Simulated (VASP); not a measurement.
# As (Pm-3m) in VASP: notebook

As is run at these levels: PBE; tasks: relaxation of cell and atoms, single point.

Everything below comes from runs of VASP 6.6.1. Logs are shortened: lines on timing, memory, paths and dates and some standing lists are left out, and cuts for length are marked.

## (1) The cell of the first run

Symmetry: Pm-3m, No. 221, cubic system. The conventional cell has a = 2.289 Å, b = 2.289 Å, c = 2.289 Å, α = 90.00°, β = 90.00°, γ = 90.00°. Within 3.0 Å of As (site symmetry m-3m) lie 6 As at 2.29 Å.

## (2) Relaxation of cell and atoms, PBE, target pressure 120 GPa, at which the enthalpy is minimised

The input, INCAR:

```
PREC     = Accurate       # precision mode
ENCUT    = 600            # plane-wave cutoff, eV
EDIFF    = 1E-7           # SCF threshold, eV
ISMEAR   = -1             # smearing method
SIGMA    = 0.05           # smearing width, eV
LREAL    = F              # projectors in reciprocal space
LASPH    = T              # aspherical terms in the spheres
NELM     = 60             # most SCF steps
ALGO     = Normal         # electronic algorithm
ISIF     = 3              # what is computed and relaxed
LWAVE    = F              # write WAVECAR
LCHARG   = F              # write CHGCAR
GGA      = PE             # functional
IBRION   = 2              # ionic algorithm
NSW      = 60             # ionic steps
EDIFFG   = -0.005         # ionic threshold
PSTRESS  = 1200.0
```

The input, KPOINTS:

```
Automatic mesh
0
Gamma
  16 16 16
```

The input, POSCAR:

```
As
1.0
    2.2886947031      0.0000000000      0.0000000000
    0.0000000000      2.2886947031      0.0000000000
    0.0000000000      0.0000000000      2.2886947031
As
1
Direct
    0.0000000000      0.0000000000      0.0000000000
```

Potentials or basis: VASP PAW PBE potentials, release 64 (As).

Command:

```bash
$ cat potpaw_PBE.64/As/POTCAR > POTCAR
$ mpirun -np 1 vasp_std > vasp.out
```

OUTCAR:

```text
PREC = Accurate
   ENCUT = 600
   EDIFF = 1E-7
   ISMEAR = -1
   LREAL = F
   LASPH = T
   NELM = 60
   ISIF = 3
   GGA = PE
   IBRION = 2
   NSW = 60
   EDIFFG = -0.005
   PSTRESS = 1200.0

 ion  position               nearest neighbor table
   1  0.000  0.000  0.000-

  LATTYP: Found a simple cubic cell.
 ALAT       =     2.2886947031

  Lattice vectors:

 A1 = (   2.2886947031,   0.0000000000,   0.0000000000)
 A2 = (   0.0000000000,   2.2886947031,   0.0000000000)
 A3 = (   0.0000000000,   0.0000000000,   2.2886947031)

Analysis of symmetry for initial positions (statically):
=====================================================================
 Subroutine PRICEL returns:
 Original cell was already a primitive cell.

 Routine SETGRP: Setting up the symmetry group for a
 simple cubic supercell.

 Subroutine GETGRP returns: Found 48 space group operations
 (whereof 48 operations were pure point group operations)
 out of a pool of 48 trial point group operations.

The static configuration has the point symmetry O_h .

Analysis of symmetry for dynamics (positions and initial velocities):
=====================================================================
 Subroutine PRICEL returns:
 Original cell was already a primitive cell.

 Routine SETGRP: Setting up the symmetry group for a
 simple cubic supercell.

 Subroutine GETGRP returns: Found 48 space group operations
 (whereof 48 operations were pure point group operations)
 out of a pool of 48 trial point group operations.

The dynamic configuration has the point symmetry O_h .

 Subroutine INISYM returns: Found 48 space group operations
 (whereof 48 operations are pure point group operations),
 and found     1 'primitive' translations

----------------------------------------------------------------------------------------

                                     Primitive cell

  volume of cell :      11.9885

  direct lattice vectors                    reciprocal lattice vectors
     2.288694703  0.000000000  0.000000000     0.436930272  0.000000000  0.000000000
     0.000000000  2.288694703  0.000000000     0.000000000  0.436930272  0.000000000
     0.000000000  0.000000000  2.288694703     0.000000000  0.000000000  0.436930272

  length of vectors
     2.288694703  2.288694703  2.288694703     0.436930272  0.436930272  0.436930272

  position of ions in fractional coordinates (direct lattice)
     0.000000000  0.000000000  0.000000000

  ion indices of the primitive-cell ions
   primitive index   ion index
                 1           1

----------------------------------------------------------------------------------------

 KPOINTS: Automatic mesh

Automatic generation of k-mesh.
 Grid dimensions read from file:
 generate k-points for:   16   16   16

 Generating k-lattice:

  Cartesian coordinates                     Fractional coordinates (reciprocal lattice)
     0.027308142  0.000000000  0.000000000     0.062500000  0.000000000  0.000000000
     0.000000000  0.027308142  0.000000000     0.000000000  0.062500000  0.000000000
     0.000000000  0.000000000  0.027308142     0.000000000  0.000000000  0.062500000

  Length of vectors
     0.027308142  0.027308142  0.027308142

  Shift w.r.t. Gamma in fractional coordinates (k-lattice)
     0.000000000  0.000000000  0.000000000

 Subroutine IBZKPT returns following result:
 ===========================================

 Found    165 irreducible k-points:

 Following reciprocal coordinates:
            Coordinates               Weight
  0.000000  0.000000  0.000000      1.000000
  0.062500  0.000000  0.000000      6.000000
  0.125000  0.000000  0.000000      6.000000
  0.187500  0.000000  0.000000      6.000000
  0.250000  0.000000  0.000000      6.000000
  0.312500  0.000000  0.000000      6.000000
[... 16 lines left out ...]
  0.437500  0.125000  0.000000     24.000000
  0.500000  0.125000  0.000000     12.000000
 [... further k-points ...]
   k-points           NKPTS =    165   k-points in BZ     NKDIM =    165   number of bands    NBANDS=      6
   number of dos      NEDOS =    301   number of ions     NIONS =      1
   total plane-waves  NPLWV =   5832
   dimension x,y,z NGX =    18 NGY =   18 NGZ =   18
   dimension x,y,z NGXF=    36 NGYF=   36 NGZF=   36
   ions per type =               1
   NGX,Y,Z   is equivalent  to a cutoff of  13.07, 13.07, 13.07 a.u.
   NGXF,Y,Z  is equivalent  to a cutoff of  26.15, 26.15, 26.15 a.u.
 SYSTEM =  unknown system
   PREC   = accura    normal or accurate (medium, high low for compatibility)
   ISTART =      0    job   : 0-new  1-cont  2-samecut
   ICHARG =      2    charge: 1-file 2-atom 10-const
   ISPIN  =      1    spin polarized calculation?
   LNONCOLLINEAR =      F non collinear calculations
   LSORBIT =      F    spin-orbit coupling
   LASPH  =      T    aspherical Exc in radial PAW
   ENCUT  =  600.0 eV  44.10 Ry    6.64 a.u.   4.57  4.57  4.57*2*pi/ulx,y,z
   NELM   =     60;   NELMIN=  2; NELMDL= -5     # of ELM steps
   EDIFF  = 0.1E-06   stopping-criterion for ELM
   LREAL  =      F    real-space projection
   EDIFFG = -.5E-02   stopping-criterion for IOM
   NSW    =     60    number of steps for IOM
   IBRION =      2    ionic relax: 0-MD 1-quasi-New 2-CG
   NFREE  =      1    steps in history (QN), initial steepest desc. (CG)
   ISIF   =      3    stress and relaxation
   ISYM   =      2    0-nonsym 1-usesym 2-fastsym
   POTIM  = 0.5000    time-step for ionic-motion
   TEBEG  =    0.0;   TEEND  =   0.0 temperature during run
   PSTRESS= 1200.0 pullay stress
   NELECT =       5.0000    total number of electrons
   NUPDOWN=      -1.0000    fix difference up-down
   EMIN   =  10.00;   EMAX   =-10.00  energy-range for DOS
   EFERMI =   0.00;   METHOD = LEGACY
   ISMEAR =    -1;   SIGMA  =   0.05  broadening in eV -4-tet -1-fermi 0-gaus
   EFERMI_NEDOS =   21; number of points for ismear=-14 and -15
   IALGO  =     38    algorithm
   IMIX   =      4    mixing-type and parameters
     AMIX     =   0.40;   BMIX     =  1.00
     AMIX_MAG =   1.60;   BMIX_MAG =  1.00
  volume/ion in A,a.u.               =      11.99        80.90
  Fermi-wavevector in a.u.,A,eV,Ry     =   1.223142  2.311404 20.355363  1.496077
  Thomas-Fermi vector in A             =   2.358264
   LORBIT       =      0    0 simple, 1 ext, 2 COOP (PROOUT), +10 PAW based schemes
   GGA     = PE    functional components
   LHFCALC =     F    Hartree Fock is set to
   AEXX    =    0.0000 exact exchange contribution
   IVDW    =     0    specifies the selected vdW correction
   LEPSILON=     F    determine dielectric tensor
   LRPA    =     F    only Hartree local field effects (RPA)
 conjugate gradient relaxation of ions
 non-spin polarized calculation
  energy-cutoff  :      600.00
  volume of cell :       11.99
 maximum number of plane-waves:       432
   NGX =  9   NGY =  9   NGZ =  9

--------------------------------------- Ionic step        1  -------------------------------------------

 number of electron       5.0000002 magnetization

 Free energy of the ion-electron system (eV)
  ---------------------------------------------------
  ext. energy  EPLUGINS =         0.00000000
  ---------------------------------------------------
  free energy    TOTEN  =        -2.37143888 eV

  energy without entropy =       -2.36954205  energy(sigma->0) =       -2.37049046

------------------------ aborting loop because EDIFF is reached ----------------------------------------

  FORCE on cell =-STRESS in cart. coord.  units (eV):
  Direction    XX          YY          ZZ          XY          YZ          ZX
  --------------------------------------------------------------------------------------
  -------------------------------------------------------------------------------------
  Total       10.1563129     10.1563129     10.1563129     -0.0000000      0.0000000      0.0000000
  in kB     1357.3225337   1357.3225337   1357.3225337     -0.0000000      0.0000000      0.0000000
  external PRESSURE =     157.3225337 kB  Pullay stress =    1200.0000000 kB
[... 96 lines left out ...]
  enthalpy is  TOTEN    =         6.5903117534 eV   P V=        9.2685946463

--------------------------------------- Ionic step        4  -------------------------------------------

 number of electron       5.0000000 magnetization

 Free energy of the ion-electron system (eV)
  ---------------------------------------------------
  ext. energy  EPLUGINS =         0.00000000
  ---------------------------------------------------
  free energy    TOTEN  =        -2.66058228 eV

  energy without entropy =       -2.65874422  energy(sigma->0) =       -2.65966325

 E-fermi :  12.9986     XC(G=0): -12.6140

 val. band max:       12.9329941838   @ k =   0.3750   0.2500   0.1875
 cond. band min:      13.0309401504   @ k =   0.5000   0.4375   0.0000
 fundamental gap:      0.0979459667
 Fermi energy:        12.9986318180

 k-point     1 :       0.0000    0.0000    0.0000
  band No.  band energies     occupation
      1      -7.8428      2.00000
      2      18.7682      0.00000
      3      18.7682      0.00000
      4      18.7682      0.00000
      5      21.6449      0.00000
      6      21.6449      0.00000

 k-point     2 :       0.0625    0.0000    0.0000
  band No.  band energies     occupation
      1      -7.7343      2.00000
      2      16.8904      0.00000
      3      18.8778      0.00000
      4      18.8778      0.00000
      5      21.7321      0.00000
      6      23.2275      0.00000
[... 190 lines left out ...]
 k-point    24 :       0.5000    0.1250    0.0000
  band No.  band energies     occupation
      1      -1.6422      2.00000
      2       1.4254      2.00000
      3      19.0064      0.00000
      4      23.8350      0.00000
      5      23.8504      0.00000
      6      28.6164      0.00000

 [... further k-points ...]
[... 5 lines left out ...]
  --------------------------------------------------------------------------------------
  -------------------------------------------------------------------------------------
  Total        9.2499248      9.2499248      9.2499248      0.0000000      0.0000000      0.0000000
  in kB     1199.8843317   1199.8843317   1199.8843317      0.0000000      0.0000000      0.0000000
  external PRESSURE =      -0.1156683 kB  Pullay stress =    1200.0000000 kB
[... 16 lines left out ...]
  FREE ENERGIE OF THE ION-ELECTRON SYSTEM (eV)
  ---------------------------------------------------
  free  energy   TOTEN  =        -2.6605822836 eV

  energy  without entropy=       -2.6587442236  energy(sigma->0) =       -2.65966325

  enthalpy is  TOTEN    =         6.5902342026 eV   P V=        9.2508164862

 reached required accuracy - stopping structural energy minimisation
```

Wall time 12 s (1 thread of Intel Xeon 6975P-C (Granite Rapids), shared host); peak memory 0.13 GiB.

What came out:

```yaml
Free_energy: -2.6606 eV
Relaxed_volume: 12.35 Å³/atom
Relaxed_cell: a = 2.312 Å, b = 2.312 Å, c = 2.312 Å, α = 90.00°, β = 90.00°, γ = 90.00°
Space_group_after_relaxing_to_0.05_Å: Pm-3m (No. 221)
Energy_change_on_relaxing_the_enthalpy_is_what_falls: -289.1 meV/atom
Ionic_steps: 4
Pressure_after_relaxing: 120.0 GPa
```

Step by step:
```csv
step,energy change (eV),largest force (eV/Å),pressure (GPa),volume (Å³)
1,0.0000,0.0000,135.73,11.99
2,-1.2941,0.0000,64.58,14.15
3,-0.3068,0.0000,119.01,12.37
4,-0.2891,0.0000,119.99,12.35
```

Final structure:
```
As
1.0
     2.31155    0.00000    0.00000
     0.00000    2.31155    0.00000
     0.00000    0.00000    2.31155
As
1
Direct
  0.00000 0.00000 0.00000
```

Levels at points of the mesh, in eV from the Fermi level:
| k point | band 1 | band 2 | band 3 | band 4 | band 5 | band 6 |
| --- | --- | --- | --- | --- | --- | --- |
| (0.00, 0.00, 0.00) | -20.84 | 5.77 | 5.77 | 5.77 | 8.65 | 8.65 |
| (0.50, 0.00, 0.00) | -15.07 | -11.99 | 10.40 | 10.40 | 12.71 | 16.64 |
| (0.50, 0.50, 0.00) | -8.62 | -7.51 | -7.51 | -0.51 | 15.28 | 20.87 |
| (0.50, 0.50, 0.50) | -3.20 | -3.20 | -3.20 | -0.41 | 4.51 | 4.51 |

Caveat: the cell is relaxed towards a set pressure, so the enthalpy falls and the energy may rise.

[end of part 1 of 2]
